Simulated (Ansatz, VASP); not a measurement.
# One calculation of AlN, two programs

```
Al N
1.0
     3.02699    0.00000    0.00000
    -1.51350    2.62145    0.00000
     0.00000    0.00000    5.00044
Al N
2 2
Direct
  0.33333 0.66667 0.00195
  0.66667 0.33333 0.50195
  0.33333 0.66667 0.37805
  0.66667 0.33333 0.87805
```

Change from the starting cell: film at in-plane strain -0.02.

Alike in both runs: task single point; functional LDA; k mesh 8 × 8 × 4; no spin polarisation.

|  | VASP | Ansatz |
| --- | --- | --- |
| version | VASP 6.6.1 | Ansatz 0.2.0 |
| potentials or method | VASP PAW LDA potentials, release 64 (Al, N), cutoff 520 eV | all-electron LAPW, scalar-relativistic |
| occupations | gaussian, width 0.01 eV | fixed |

Ansatz gave:

```
gap on the k mesh at the Fermi level (eV)                     : 4.77
pressure (GPa)                                                : 6.8
traceless stress, the component that is largest in VASP (GPa) : -6.82
rms of the force components (eV/Å)                            : 0.001
```

What did VASP give for the same quantities?

gap on the k mesh at the Fermi level (eV): 4.77; pressure (GPa): 7.5; traceless stress, the component that is largest in VASP (GPa): -6.91; rms of the force components (eV/Å): 0.004.

LDA's correlation is that of Perdew and Zunger in VASP and of Perdew and Wang (1992) in Ansatz. Atom by atom the forces differ by 0.003 eV/Å (rms over components). Ansatz ran all-electron here, and VASP with PAW potentials.
